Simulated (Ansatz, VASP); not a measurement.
Given: the input of a run of Ansatz 0.2.0 on GaSb.

input.yaml

```yaml
crystal:
  lattice:
    - [0.0, 3.059, 3.059]
    - [3.059, 0.0, 3.059]
    - [3.059, 3.059, 0.0]
  atoms:
    - { symbol: Sb, position: [0.75, 0.75, 0.75] }
    - { symbol: Ga, position: [0.0, 0.0, 0.0] }
hamiltonian:
  xc: r2scanh
  pseudopotentials: { kind: paw }
  dispersion: d4
kpoints:
  mp_grid: { grid: [4, 4, 4] }
scf:
  occupations: { method: fermi_dirac, width: 0.1 }
output:
  forces: true
  stress: true
  eigenvalues: true
  efg: {}
```

Potentials or basis: Ansatz PAW.

Command:

```bash
$ ansatz run input.yaml --threads 2 --pin off --max-ram 5632MiB --backend cpu --events-out ev --progress --plain --runs-dir out
```

Translate it to VASP 6.6.1. Potentials there: VASP PAW PBE potentials, release 64 (Sb, Ga_d).

As run (the cutoff follows the program's own potentials):

The input POSCAR:

```
GaSb
1.0
    0.0000000000      3.0590000000      3.0590000000
    3.0590000000      0.0000000000      3.0590000000
    3.0590000000      3.0590000000      0.0000000000
Sb Ga
1 1
Direct
    0.7500000000      0.7500000000      0.7500000000
    0.0000000000      0.0000000000      0.0000000000
```

File INCAR.step1:

```
PREC     = Accurate       # precision mode
ENCUT    = 520            # plane-wave cutoff, eV
ISMEAR   = -1             # smearing method
SIGMA    = 0.1            # smearing width, eV
LREAL    = F              # projectors in reciprocal space
LASPH    = T              # aspherical terms in the spheres
NELM     = 80             # most SCF steps
ALGO     = Normal         # electronic algorithm
ISIF     = 2              # what is computed and relaxed
LWAVE    = T              # write WAVECAR
LCHARG   = F              # write CHGCAR
GGA      = PE             # functional
EDIFF    = 1E-5           # SCF threshold, eV
NBANDS   = 16             # bands
```

The input INCAR.step2:

```
PREC     = Accurate       # precision mode
ENCUT    = 520            # plane-wave cutoff, eV
EDIFF    = 1E-8           # SCF threshold, eV
ISMEAR   = -1             # smearing method
SIGMA    = 0.1            # smearing width, eV
LREAL    = F              # projectors in reciprocal space
LASPH    = T              # aspherical terms in the spheres
NELM     = 80             # most SCF steps
ALGO     = Normal         # electronic algorithm
ISIF     = 2              # what is computed and relaxed
LWAVE    = F              # write WAVECAR
LCHARG   = F              # write CHGCAR
METAGGA  = R2SCAN         # meta-GGA
LHFCALC  = T              # exact exchange
AEXX     = 0.1            # exact-exchange fraction
LMIXTAU  = T            
PRECFOCK = Normal       
IVDW     = 13             # dispersion correction
LEFG     = T            
ISTART   = 1            
VDW_S6   = 1.0          
VDW_S8   = 0.8324       
VDW_A1   = 0.4944       
VDW_A2   = 5.9019       
NBANDS   = 16             # bands
```

File KPOINTS:

```
regular mesh
0
Gamma
  4 4 4
```

Potentials or basis: VASP PAW PBE potentials, release 64 (Sb, Ga_d).

Run with:

```sh
$ cat potpaw_PBE.64/Sb/POTCAR potpaw_PBE.64/Ga_d/POTCAR > POTCAR
$ cp INCAR.step1 INCAR
$ mpirun -np 1 vasp_std > vasp.out
$ cp INCAR.step2 INCAR
$ mpirun -np 1 vasp_std > vasp.out
```

Both were run:

|  | VASP | Ansatz | Ansatz less VASP |
| --- | --- | --- | --- |
| gap on the k mesh at the Fermi level (eV) | 0.97 | 0.96 | -0.011 |
| least direct gap on the mesh (eV) | 0.97 | 0.96 | -0.011 |
| pressure (GPa) | -0.8 | -0.7 | +0.11 |

VASP's potentials were made for PBE, not for r2SCANh. VASP's potentials hold 18 valence electrons a cell and Ansatz's 28, so a difference there can come from the potentials and not from the codes.

The k mesh is coarse, so the values compare programs but aren't converged. Spin-orbit coupling is off throughout.
